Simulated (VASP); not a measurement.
Write the native input for VASP 6.6.1 that does the following.

| Quantity | Value |
| --- | --- |
| Task | relaxation of cell and atoms |
| Functional | PBE |
| Dispersion | D3(BJ) |
| Potentials or basis | VASP PAW PBE potentials, release 64 (Na_pv) |
| Cutoff | 500 eV |
| k mesh | 14 × 14 × 14 |
| Occupations | gaussian, width 0.1 eV |
| Spin | no spin polarisation |
| Dipole correction | no |
| Further INCAR settings | ALGO = Normal; EDIFF = 1e-07; IBRION = 2; EDIFFG = -0.01; NSW = 80; ISIF = 3 |

The structure of Na lies in POSCAR:

```
Na
1.0
    0.0000000000      2.6873707319      2.6873707319
    2.6873707319      0.0000000000      2.6873707319
    2.6873707319      2.6873707319      0.0000000000
Na
1
Direct
    0.0000000000      0.0000000000      0.0000000000
```

This isn't the form of Na at room conditions, which is bcc.

The input as run:

INCAR

```
SYSTEM = Na
  PREC = Accurate
  ENCUT = 500
  EDIFF = 1E-7
  ISMEAR = 0
  SIGMA = 0.1
  LREAL = .FALSE.
  LASPH = .TRUE.
  NELM = 120
  ALGO = Normal
  ISIF = 3
  LWAVE = .FALSE.
  LCHARG = .FALSE.
  GGA = PE
  IVDW = 12
  IBRION = 2
  NSW = 80
  EDIFFG = -0.01
  GGA_COMPAT = .FALSE.
  NELMIN = 4
```

KPOINTS

```
Automatic mesh
0
G
  14 14 14
  0 0 0
```

Potentials or basis: VASP PAW PBE potentials, release 64 (Na_pv).

The run is started by

```bash
$ cat potpaw_PBE.64/Na_pv/POTCAR > POTCAR
$ mpirun -np 1 vasp_std > vasp.out
```

It gave:

| Property | Result |
| --- | --- |
| Relaxed volume | 33.89 Å³/atom |
| Relaxed cell | a = 3.633 Å, b = 3.633 Å, c = 3.633 Å, α = 60.00°, β = 60.00°, γ = 60.00° |
| Space group after relaxing (to 0.1 Å) | Fm-3m (No. 225) |
| Energy gained by relaxing | 15.5 meV/atom |
| Ionic steps | 3 |
| Pressure after relaxing | 0.0 GPa |
| Band gap on the k mesh | zero (an odd number of electrons rules out a gap without spin polarisation) |
| Dispersion energy per atom | -0.168 eV |

Wall time 81 s on 1 thread of Intel Xeon 8259CL, with other jobs on the host, peak memory 0.14 GiB.
